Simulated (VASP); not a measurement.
# AlN (Pm) in VASP: notebook

Runs on AlN. Level: PBE. Tasks: single point.

Everything below comes from runs of VASP 6.6.1. Logs are shortened: lines on timing, memory, paths and dates and some standing lists are left out, and cuts for length are marked.

## 1. The cell of the first run

The structure is monoclinic, space group Pm (No. 6). Conventional cell: a = 3.313 Å, b = 4.187 Å, c = 5.739 Å, α = 90.00°, β = 90.00°, γ = 90.00°. Al (site symmetry m) has 1 N at 1.46 Å within 1.9 Å. Al (site symmetry m) has 5 N at 1.91 to 2.09 Å within 2.5 Å. Within 2.6 Å of Al (site symmetry m) lie 5 N at 1.91 to 2.09 Å and 2 Al at 2.55 Å. Al (site symmetry m) has 5 N at 1.91 to 2.09 Å within 2.5 Å. N (site symmetry m) has 5 Al at 1.91 to 2.14 Å within 2.5 Å. Within 2.5 Å of N (site symmetry m) lie 5 Al at 1.91 to 2.09 Å. N (site symmetry m) has 2 Al at 1.46 to 1.91 Å within 2.0 Å. N (site symmetry m) has 5 Al at 1.91 to 2.15 Å within 2.5 Å.

## 2. Single point, PBE (atom 1 (Al) moved by +0.378 Å along [1 0 0] and -0.252 Å along [1 2 0])

File INCAR:

```
PREC = Accurate ; ENCUT = 520
EDIFF = 1E-6 ; ISMEAR = 0
SIGMA = 0.05 ; LREAL = F
LASPH = T ; NELM = 100
ALGO = Normal ; ISIF = 2
LWAVE = F ; LCHARG = F
GGA = PE ; NBANDS = 26
```

File KPOINTS:

```
regular mesh
0
Gamma
  8 6 4
```

File POSCAR:

```
AlN
1.0
   -1.6567491617      2.8695737234      0.0000000000
    0.0000000000      0.0000000000      4.1874629526
    4.9702474850      2.8695737234      0.0000000000
Al N
4 4
Direct
    0.3770971457      0.7500000000      0.2017515995
    0.0000000000      0.7500000000      0.6666666667
    0.0000000000      0.2500000000      0.3333333333
    0.5000000000      0.2500000000      0.8333333333
    0.5000000000      0.2500000000      0.1666666667
    0.0000000000      0.2500000000      0.6666666667
    0.0000000000      0.7500000000      0.3333333333
    0.5000000000      0.7500000000      0.8333333333
```

Potentials or basis: VASP PAW PBE potentials, release 64 (Al, N).

Launch:

```sh
$ cat potpaw_PBE.64/Al/POTCAR potpaw_PBE.64/N/POTCAR > POTCAR
$ mpirun -np 1 vasp_std > vasp.out
```

OUTCAR:

```text
PREC = Accurate
   ENCUT = 520
   EDIFF = 1E-6
   ISMEAR = 0
   LREAL = F
   LASPH = T
   NELM = 100
   ISIF = 2
   GGA = PE

 ion  position               nearest neighbor table
   1  0.377  0.750  0.202-   7 1.46   5 2.14   5 2.14   8 2.15   7 2.20   3 2.55   3 2.55   2 2.95
                             4 3.00   4 3.00   3 3.04   3 3.04   2 3.32
   2  0.000  0.750  0.667-   8 1.91   8 1.91   7 1.91   6 2.09   6 2.09   4 2.84   4 2.84   4 2.84
                             4 2.84   3 2.84   3 2.84   1 2.95   1 3.32
   3  0.000  0.250  0.333-   5 1.91   5 1.91   6 1.91   7 2.09   7 2.09   1 2.55   1 2.55   2 2.84
                             2 2.84   1 3.04   1 3.04   4 3.31   4 3.31   4 3.31   4 3.31
   4  0.500  0.250  0.833-   6 1.91   6 1.91   5 1.91   8 2.09   8 2.09   2 2.84   2 2.84   2 2.84
                             2 2.84   1 3.00   1 3.00   3 3.31   3 3.31   3 3.31   3 3.31
   5  0.500  0.250  0.167-   3 1.91   3 1.91   4 1.91   1 2.14   1 2.14
   6  0.000  0.250  0.667-   4 1.91   4 1.91   3 1.91   2 2.09   2 2.09
   7  0.000  0.750  0.333-   1 1.46   2 1.91   3 2.09   3 2.09   1 2.20
   8  0.500  0.750  0.833-   2 1.91   2 1.91   4 2.09   4 2.09   1 2.15

  LATTYP: Found a simple orthorhombic cell.
 ALAT       =     3.3134983233
 B/A-ratio  =     1.2637588868
 C/A-ratio  =     1.7320508076

  Lattice vectors:

 A1 = (  -1.6567491617,   2.8695737234,   0.0000000000)
 A2 = (   0.0000000000,   0.0000000000,   4.1874629526)
 A3 = (   4.9702474850,   2.8695737234,   0.0000000000)

Analysis of symmetry for initial positions (statically):
=====================================================================
 Subroutine PRICEL returns:
 Original cell was already a primitive cell.

 Routine SETGRP: Setting up the symmetry group for a
 simple orthorhombic supercell.

 Subroutine GETGRP returns: Found  2 space group operations
 (whereof  1 operations were pure point group operations)
 out of a pool of  8 trial point group operations.

The static configuration has the point symmetry C_1 .
 The point group associated with its full space group is C_1h.

Analysis of symmetry for dynamics (positions and initial velocities):
=====================================================================
 Subroutine PRICEL returns:
 Original cell was already a primitive cell.

 Routine SETGRP: Setting up the symmetry group for a
 simple orthorhombic supercell.

 Subroutine GETGRP returns: Found  2 space group operations
 (whereof  1 operations were pure point group operations)
 out of a pool of  8 trial point group operations.

The dynamic configuration has the point symmetry C_1 .
 The point group associated with its full space group is C_1h.

 Subroutine INISYM returns: Found  2 space group operations
 (whereof  1 operations are pure point group operations),
 and found     1 'primitive' translations

----------------------------------------------------------------------------------------

                                     Primitive cell

  volume of cell :      79.6315

  direct lattice vectors                    reciprocal lattice vectors
    -1.656749162  2.869573723  0.000000000    -0.150897919  0.261362862  0.000000000
     0.000000000  0.000000000  4.187462953     0.000000000  0.000000000  0.238808083
     4.970247485  2.869573723  0.000000000     0.150897919  0.087120954  0.000000000

  length of vectors
     3.313498323  4.187462953  5.739147447     0.301795837  0.238808083  0.174241908

  position of ions in fractional coordinates (direct lattice)
     0.377097146  0.750000000  0.201751599
     0.000000000  0.750000000  0.666666667
     0.000000000  0.250000000  0.333333333
     0.500000000  0.250000000  0.833333333
     0.500000000  0.250000000  0.166666667
     0.000000000  0.250000000  0.666666667
     0.000000000  0.750000000  0.333333333
     0.500000000  0.750000000  0.833333333

  ion indices of the primitive-cell ions
   primitive index   ion index
                 1           1
                 2           2
                 3           3
                 4           4
                 5           5
                 6           6
                 7           7
                 8           8

----------------------------------------------------------------------------------------

 KPOINTS: regular mesh

Automatic generation of k-mesh.
 Grid dimensions read from file:
 generate k-points for:    8    6    4

 Generating k-lattice:

  Cartesian coordinates                     Fractional coordinates (reciprocal lattice)
    -0.018862240  0.032670358  0.000000000     0.125000000  0.000000000  0.000000000
     0.000000000  0.000000000  0.039801347     0.000000000  0.166666667  0.000000000
     0.037724480  0.021780238  0.000000000     0.000000000  0.000000000  0.250000000

  Length of vectors
     0.037724480  0.039801347  0.043560477

  Shift w.r.t. Gamma in fractional coordinates (k-lattice)
     0.000000000  0.000000000  0.000000000

 Subroutine IBZKPT returns following result:
 ===========================================

 Found     72 irreducible k-points:

 Following reciprocal coordinates:
            Coordinates               Weight
  0.000000  0.000000  0.000000      1.000000
  0.125000  0.000000 -0.000000      2.000000
  0.250000  0.000000 -0.000000      2.000000
  0.375000  0.000000 -0.000000      2.000000
  0.500000  0.000000 -0.000000      1.000000
  0.000000  0.166667  0.000000      2.000000
[... 16 lines left out ...]
  0.125000  0.000000 -0.250000      2.000000
  0.250000  0.000000  0.250000      2.000000
 [... further k-points ...]
   k-points           NKPTS =     72   k-points in BZ     NKDIM =     72   number of bands    NBANDS=     26
   number of dos      NEDOS =    301   number of ions     NIONS =      8
   total plane-waves  NPLWV =  43008
   dimension x,y,z NGX =    28 NGY =   32 NGZ =   48
   dimension x,y,z NGXF=    56 NGYF=   64 NGZF=   96
   ions per type =               4   4
   NGX,Y,Z   is equivalent  to a cutoff of  14.05, 12.70, 13.90 a.u.
   NGXF,Y,Z  is equivalent  to a cutoff of  28.10, 25.41, 27.81 a.u.
 SYSTEM =  unknown system
   PREC   = accura    normal or accurate (medium, high low for compatibility)
   ISTART =      0    job   : 0-new  1-cont  2-samecut
   ICHARG =      2    charge: 1-file 2-atom 10-const
   ISPIN  =      1    spin polarized calculation?
   LNONCOLLINEAR =      F non collinear calculations
   LSORBIT =      F    spin-orbit coupling
   LASPH  =      T    aspherical Exc in radial PAW
   ENCUT  =  520.0 eV  38.22 Ry    6.18 a.u.   6.16  7.79 10.67*2*pi/ulx,y,z
   NELM   =    100;   NELMIN=  2; NELMDL= -5     # of ELM steps
   EDIFF  = 0.1E-05   stopping-criterion for ELM
   LREAL  =      F    real-space projection
   EDIFFG = 0.1E-04   stopping-criterion for IOM
   NSW    =      0    number of steps for IOM
   IBRION =     -1    ionic relax: 0-MD 1-quasi-New 2-CG
   NFREE  =      0    steps in history (QN), initial steepest desc. (CG)
   ISIF   =      2    stress and relaxation
   ISYM   =      2    0-nonsym 1-usesym 2-fastsym
   POTIM  = 0.5000    time-step for ionic-motion
   TEBEG  =    0.0;   TEEND  =   0.0 temperature during run
   PSTRESS=    0.0 pullay stress
   NELECT =      32.0000    total number of electrons
   NUPDOWN=      -1.0000    fix difference up-down
   EMIN   =  10.00;   EMAX   =-10.00  energy-range for DOS
   EFERMI =   0.00;   METHOD = LEGACY
   ISMEAR =     0;   SIGMA  =   0.05  broadening in eV -4-tet -1-fermi 0-gaus
   EFERMI_NEDOS =   21; number of points for ismear=-14 and -15
   IALGO  =     38    algorithm
   IMIX   =      4    mixing-type and parameters
     AMIX     =   0.40;   BMIX     =  1.00
     AMIX_MAG =   1.60;   BMIX_MAG =  1.00
  volume/ion in A,a.u.               =       9.95        67.17
  Fermi-wavevector in a.u.,A,eV,Ry     =   1.208082  2.282944 19.857191  1.459462
  Thomas-Fermi vector in A             =   2.343701
   LORBIT       =      0    0 simple, 1 ext, 2 COOP (PROOUT), +10 PAW based schemes
   GGA     = PE    functional components
   LHFCALC =     F    Hartree Fock is set to
   AEXX    =    0.0000 exact exchange contribution
   IVDW    =     0    specifies the selected vdW correction
   LEPSILON=     F    determine dielectric tensor
   LRPA    =     F    only Hartree local field effects (RPA)
 non-spin polarized calculation
 Gauss-broadening in eV      SIGMA  =   0.05
  energy-cutoff  :      520.00
  volume of cell :       79.63
 maximum number of plane-waves:      2174
 NGX is ok and might be reduce to    28
   NGX = 13   NGY = 15   NGZ = 21

 number of electron      31.9999993 magnetization

 Free energy of the ion-electron system (eV)
  ---------------------------------------------------
  ext. energy  EPLUGINS =         0.00000000
  ---------------------------------------------------
  free energy    TOTEN  =       -55.34346161 eV

  energy without entropy =      -55.34346161  energy(sigma->0) =      -55.34346161

 E-fermi :   8.0776     XC(G=0): -11.1417

 val. band max:        7.8473897450   @ k =   0.0000   0.0000   0.0000
 cond. band min:      10.8769997241   @ k =   0.0000   0.0000   0.0000
 fundamental gap:      3.0296099792
 Fermi energy:         8.0776030883

 k-point     1 :       0.0000    0.0000    0.0000
  band No.  band energies     occupation
      1      -9.0145      2.00000
      2      -7.1017      2.00000
      3      -6.0288      2.00000
      4      -5.0708      2.00000
      5       0.9227      2.00000
      6       1.3466      2.00000
[... 18 lines left out ...]
     25      17.1689      0.00000
     26      18.7774      0.00000

 k-point     2 :       0.1250    0.0000   -0.0000
  band No.  band energies     occupation
      1      -8.8885      2.00000
      2      -7.0003      2.00000
      3      -6.0571      2.00000
      4      -5.0760      2.00000
      5       1.0610      2.00000
      6       1.3353      2.00000
[... 18 lines left out ...]
     25      17.9104      0.00000
[... 608 lines left out ...]
     25      17.6215      0.00000
     26      18.0188      0.00000

 k-point    24 :       0.2500    0.0000    0.2500
  band No.  band energies     occupation
      1      -8.4204      2.00000
      2      -7.0718      2.00000
      3      -5.9868      2.00000
      4      -5.0984      2.00000
      5       1.5910      2.00000
      6       1.6177      2.00000
[... 18 lines left out ...]
     25      17.8328      0.00000
     26      17.9325      0.00000

 [... further k-points ...]
[... 5 lines left out ...]
  --------------------------------------------------------------------------------------
  -------------------------------------------------------------------------------------
  Total       16.5478900      3.4275097      0.3382742    -10.2324806      0.0000000      0.0000000
  in kB      332.9416227     68.9610963      6.8060373   -205.8763194      0.0000000      0.0000000
  external PRESSURE =     136.2362521 kB  Pullay stress =       0.0000000 kB

 VOLUME and BASIS-vectors are now :
 -----------------------------------------------------------------------------
  energy-cutoff  :      520.00
  volume of cell :       79.63
      direct lattice vectors                 reciprocal lattice vectors
    -1.656749162  2.869573723  0.000000000    -0.150897919  0.261362862  0.000000000
     0.000000000  0.000000000  4.187462953     0.000000000  0.000000000  0.238808083
     4.970247485  2.869573723  0.000000000     0.150897919  0.087120954  0.000000000

 POSITION                                       TOTAL-FORCE (eV/Angst)
 -----------------------------------------------------------------------------------
      0.37800      1.66105      3.14060       -17.899482      9.329878      0.000000
      3.31350      1.91305      3.14060         0.840369      0.248571      0.000000
      1.65675      0.95652      1.04687         0.800955     -0.764559      0.000000
      3.31350      3.82610      1.04687         0.128625      0.238981      0.000000
      0.00000      1.91305      1.04687         1.167960     -0.305355      0.000000
      3.31350      1.91305      1.04687        -0.406549     -0.269770      0.000000
      1.65675      0.95652      3.14060        14.578979     -8.272807      0.000000
      3.31350      3.82610      3.14060         0.789143     -0.204939      0.000000
 -----------------------------------------------------------------------------------
    total drift:                               -0.000462      0.000289      0.000000

  FREE ENERGIE OF THE ION-ELECTRON SYSTEM (eV)
  ---------------------------------------------------
  free  energy   TOTEN  =       -55.3434616090 eV

  energy  without entropy=      -55.3434616090  energy(sigma->0) =      -55.34346161
```

Run time: 57 s. Hardware: 1 thread of Intel Xeon 6975P-C (Granite Rapids), shared host; peak memory 0.26 GiB.

What came out:

* Free energy: -55.3435 eV
* Pressure: 13.6 GPa
* Largest force: 20.185 eV/Å
* Band gap on the k mesh: 3.03 eV

Forces on the atoms (eV/Å):
```
Al  -17.899   9.330   0.000
Al    0.840   0.249   0.000
Al    0.801  -0.765   0.000
Al    0.129   0.239   0.000
N     1.168  -0.305   0.000
N    -0.407  -0.270   0.000
N    14.579  -8.273   0.000
N     0.789  -0.205   0.000
```

Levels at points of the mesh, in eV from the valence-band top:
```csv
k point,band 13,band 14,band 15,band 16,band 17,band 18,band 19,band 20
"(0.00, 0.00, 0.00)",-1.95,-1.47,-1.12,0.00,3.03,3.74,4.40,6.76
"(0.50, 0.00, 0.00)",-2.97,-2.31,-2.24,-1.78,5.45,5.73,5.97,6.17
"(0.00, 0.50, 0.00)",-2.39,-2.10,-1.74,-1.46,4.93,5.03,5.63,5.66
"(0.50, 0.50, 0.00)",-1.54,-0.97,-0.82,-0.68,5.52,5.86,6.29,6.51
"(0.00, 0.00, 0.50)",-1.77,-1.38,-1.06,-0.76,4.52,4.76,5.71,6.03
"(0.50, 0.00, 0.50)",-3.13,-2.55,-1.62,-1.04,3.76,4.04,6.60,6.89
"(0.00, 0.50, 0.50)",-2.27,-2.11,-1.56,-1.41,5.04,5.20,5.49,5.65
"(0.50, 0.50, 0.50)",-2.26,-1.59,-1.43,-1.34,4.77,4.92,5.12,5.22
```

Caveat: the cell differs from its parent crystal (atom 1 (Al) moved by +0.378 Å along [1 0 0] and -0.252 Å along [1 2 0]); the cell stands under pressure; forces of over 1 eV/Å act on the atoms, so gaps and moduli don't describe the material at rest.

## 3. Single point, PBE (atom 1 (Al) moved by +0.504 Å along [1 0 0] and +0.126 Å along [1 2 0])

File INCAR:

```
SYSTEM = AlN
ALGO = Normal ; EDIFF = 1E-6
ENCUT = 520 ; GGA = PE
ISIF = 2 ; ISMEAR = 0
LASPH = .TRUE. ; LCHARG = .TRUE.
LELF = .TRUE. ; LREAL = .FALSE.
LVHAR = .TRUE. ; LWAVE = .FALSE.
NBANDS = 26 ; NELM = 60
PREC = Accurate ; SIGMA = 0.05
```

File KPOINTS:

```
k-points
0
G
  8 6 4
  0 0 0
```

POSCAR: that of step 2 with these lines changed.

```diff
@@ -8,3 +8,3 @@
 Direct
-    0.3770971457      0.7500000000      0.2017515995
+    0.4568791696      0.7500000000      0.2536964578
     0.0000000000      0.7500000000      0.6666666667
```

Potentials or basis: VASP PAW PBE potentials, release 64 (Al, N).

Launch:

```sh
$ cat potpaw_PBE.64/Al/POTCAR potpaw_PBE.64/N/POTCAR > POTCAR
$ mpirun -np 1 vasp_std > vasp.out
```

Run time: 57 s. Hardware: 1 thread of Intel Xeon 6975P-C (Granite Rapids), shared host; peak memory 0.25 GiB.

It converged, with:

| Property | Result |
| --- | --- |
| Free energy | -56.2918 eV |
| Pressure | 8.6 GPa |
| Largest force | 10.270 eV/Å |
| Band gap on the k mesh | 2.42 eV |

Forces on the atoms (eV/Å):
```
Al  -9.623  3.586  0.000
Al   2.067  1.046  0.000
Al   0.048 -0.539  0.000
Al   0.397  0.257  0.000
N    1.824  0.756  0.000
N   -0.741 -0.441  0.000
N    6.278 -4.388  0.000
N   -0.250 -0.278  0.000
```

Stress tensor (GPa, compression positive):
```
 11.44 -15.25   0.00
-15.25  13.85   0.00
  0.00   0.00   0.53
```

Levels at points of the mesh, in eV from the valence-band top:
```tsv
k point	band 12	band 13	band 14	band 15	band 16	band 17	band 18	band 19	band 20	band 21
(0.00, 0.00, 0.00)	-2.69	-2.38	-1.27	-0.92	0.00	2.42	3.89	4.45	6.67	7.01
(0.50, 0.00, 0.00)	-3.81	-3.06	-2.34	-2.21	-1.61	4.36	4.78	6.41	6.60	6.70
(0.00, 0.50, 0.00)	-2.50	-2.41	-1.90	-1.70	-1.27	4.19	4.90	5.52	6.10	7.90
(0.50, 0.50, 0.00)	-4.00	-1.82	-0.96	-0.88	-0.55	4.73	4.87	6.54	6.85	8.37
(0.00, 0.00, 0.50)	-2.55	-2.29	-1.50	-0.86	-0.65	3.95	5.11	5.88	6.09	7.10
(0.50, 0.00, 0.50)	-3.92	-3.19	-2.66	-1.63	-0.95	2.75	4.31	5.68	6.40	7.11
(0.00, 0.50, 0.50)	-2.52	-2.24	-1.97	-1.47	-1.19	4.08	4.93	5.59	6.46	8.33
(0.50, 0.50, 0.50)	-2.91	-2.56	-1.54	-1.30	-1.23	3.52	4.12	5.31	5.82	8.78
```

Caveat: the cell differs from its parent crystal (atom 1 (Al) moved by +0.504 Å along [1 0 0] and +0.126 Å along [1 2 0]); the cell stands under pressure; forces of over 1 eV/Å act on the atoms, so gaps and moduli don't describe the material at rest. A k mesh can miss the band edges.

## 4. Single point, PBE (atom 1 (Al) moved by +0.252 Å along [1 0 0] and +0.504 Å along [1 2 0])

File INCAR:

```
SYSTEM = AlN
PREC = Accurate ; ENCUT = 520
EDIFF = 1E-7 ; ISMEAR = 0
SIGMA = 0.05 ; LREAL = .FALSE.
LASPH = .TRUE. ; NELM = 60
ALGO = Normal ; ISIF = 2
LWAVE = .FALSE. ; LCHARG = .TRUE.
GGA = PE ; LELF = .TRUE.
LVHAR = .TRUE. ; NBANDS = 26
```

File KPOINTS:

```
regular mesh
0
G
  8 6 4
  0 0 0
```

POSCAR: that of step 3 with these lines changed.

```diff
@@ -8,3 +8,3 @@
 Direct
-    0.4568791696      0.7500000000      0.2536964578
+    0.5937006068      0.7500000000      0.2486019029
     0.0000000000      0.7500000000      0.6666666667
```

Launch:

```sh
$ cat potpaw_PBE.64/Al/POTCAR potpaw_PBE.64/N/POTCAR > POTCAR
$ mpirun -np 1 vasp_std > vasp.out
```

It took 3.8 min on 1 thread of Intel Xeon 8259CL, shared host; peak memory 0.26 GiB.

It converged, with:

| Property | Result |
| --- | --- |
| Free energy | -54.2389 eV |
| Pressure | 16.9 GPa |
| Largest force | 22.782 eV/Å |
| Band gap on the k mesh | 2.50 eV |

Forces in eV/Å, atoms in the order of the input:
```
Al    1.181 -22.751   0.000
Al    1.726   1.308   0.000
Al   -0.583   0.866   0.000
Al    0.419   0.180   0.000
N     1.320   1.448   0.000
N    -0.774  -0.431   0.000
N    -2.959  19.253   0.000
N    -0.329   0.127   0.000
```

Stress tensor (GPa, compression positive):
```
 -1.92 -10.11   0.00
-10.11  51.61   0.00
  0.00   0.00   1.01
```

Levels at points of the mesh, in eV from the valence-band top:
| k point | band 12 | band 13 | band 14 | band 15 | band 16 | band 17 | band 18 | band 19 | band 20 | band 21 |
| --- | --- | --- | --- | --- | --- | --- | --- | --- | --- | --- |
| (0.00, 0.00, 0.00) | -2.68 | -2.30 | -1.28 | -0.88 | 0.00 | 2.50 | 3.87 | 4.46 | 6.70 | 6.88 |
| (0.50, 0.00, 0.00) | -3.66 | -3.07 | -2.24 | -2.22 | -1.53 | 4.62 | 5.03 | 6.23 | 6.54 | 6.74 |
| (0.00, 0.50, 0.00) | -2.50 | -2.45 | -1.86 | -1.69 | -1.20 | 4.29 | 4.96 | 5.54 | 6.06 | 8.03 |
| (0.50, 0.50, 0.00) | -3.84 | -1.88 | -0.90 | -0.80 | -0.50 | 4.91 | 5.10 | 6.55 | 6.69 | 8.31 |
| (0.00, 0.00, 0.50) | -2.56 | -2.10 | -1.54 | -0.82 | -0.60 | 4.05 | 5.05 | 5.74 | 6.07 | 7.15 |
| (0.50, 0.00, 0.50) | -3.83 | -3.20 | -2.55 | -1.65 | -0.86 | 3.05 | 4.30 | 5.95 | 6.26 | 7.14 |
| (0.00, 0.50, 0.50) | -2.55 | -2.27 | -1.94 | -1.42 | -1.13 | 4.24 | 5.02 | 5.56 | 6.36 | 8.08 |
| (0.50, 0.50, 0.50) | -2.76 | -2.63 | -1.44 | -1.27 | -1.17 | 3.82 | 4.32 | 5.29 | 5.65 | 8.62 |

Caveat: the cell differs from its parent crystal (atom 1 (Al) moved by +0.252 Å along [1 0 0] and +0.504 Å along [1 2 0]); the cell stands under pressure; forces of over 1 eV/Å act on the atoms, so gaps and moduli don't describe the material at rest.

(Part 1 of 2 ends here.)
